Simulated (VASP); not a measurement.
Crystal: BN.

```
CELL_PARAMETERS angstrom
2.53112 0.00000 0.00000
-1.26556 2.19201 0.00000
0.00000 0.00000 6.72302
ATOMIC_POSITIONS crystal
N 0.66667 0.33333 0.25000
N 0.33333 0.66667 0.75000
B 0.66667 0.33333 0.75000
B 0.33333 0.66667 0.25000
```

Base run:

| Property | Result |
| --- | --- |
| Program | VASP 6.6.1 |
| Functional | PBE |
| Potentials or basis | VASP PAW PBE potentials, release 64 (N, B) |
| Cutoff | 520 eV |
| k mesh | 12 × 12 × 4 |
| Occupations | fermi-dirac, width 0.05 eV |
| Spin | no spin polarisation |

Its results: band gap on the k mesh 4.24 eV, indirect (least direct gap 4.56 eV); pressure -4.2 GPa.

Task: The run is repeated on the same cell with these changes: functional from PBE to PBEsol. What comes out?

Result: Band gap on the k mesh 4.14 eV, indirect (least direct gap 4.50 eV); pressure -6.7 GPa.

PBEsol binds more tightly than PBE, so the same cell stands under less pressure.

Caveats: this functional lacks dispersion, which binds the layers, so the pressure and a relaxed spacing across them are unreliable; the PAW data sets were made with another functional, which shifts forces and pressure a little (some runs).

A k mesh can miss the band edges.
